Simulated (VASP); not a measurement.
Write the native input for VASP 6.6.1 that does the following.

* Task: single point
* Functional: PBE
* Potentials or basis: VASP PAW PBE potentials, release 64 (Ga_d, Sb)
* Cutoff: 520 eV
* k mesh: 10 × 10 × 10
* Occupations: gaussian, width 0.15 eV
* Spin: no spin polarisation
* Dipole correction: no
* Further INCAR settings: ALGO = Normal; EDIFF = 1e-06; NBANDS = 16

The structure of GaSb lies in POSCAR:

```
GaSb
1.0
    0.0000000000      3.1069206323      3.1069206323
    3.1069206323      0.0000000000      3.1069206323
    3.1069206323      3.1069206323      0.0000000000
Ga Sb
1 1
Direct
    0.0000000000      0.0000000000      0.0000000000
    0.7500000000      0.7500000000      0.7500000000
```

These files were run (other wordings do the same):

INCAR

```
SYSTEM = GaSb
PREC = Accurate ; ENCUT = 520
EDIFF = 1E-6 ; ISMEAR = 0
SIGMA = 0.15 ; LREAL = .False.
LASPH = .True. ; NELM = 80
ALGO = Normal ; ISIF = 2
LWAVE = .False. ; LCHARG = .False.
GGA = PE ; NBANDS = 16
```

KPOINTS

```
regular mesh
0
Gamma
  10 10 10
  0 0 0
```

Potentials or basis: VASP PAW PBE potentials, release 64 (Ga_d, Sb).

Command:

```console
$ cat potpaw_PBE.64/Ga_d/POTCAR potpaw_PBE.64/Sb/POTCAR > POTCAR
$ mpirun -np 1 vasp_std > vasp.out
```

It gave:

The pressure is 0.1 GPa. The band gap on the k mesh is zero (filled and empty bands touch).

Caveat: spin-orbit coupling is left out, which moves the levels of the heavy elements.

Run time: 63 s on 1 thread of Intel(R) Xeon(R) Platinum 8488C (Sapphire Rapids), with other jobs on the host, peak memory 0.22 GiB.
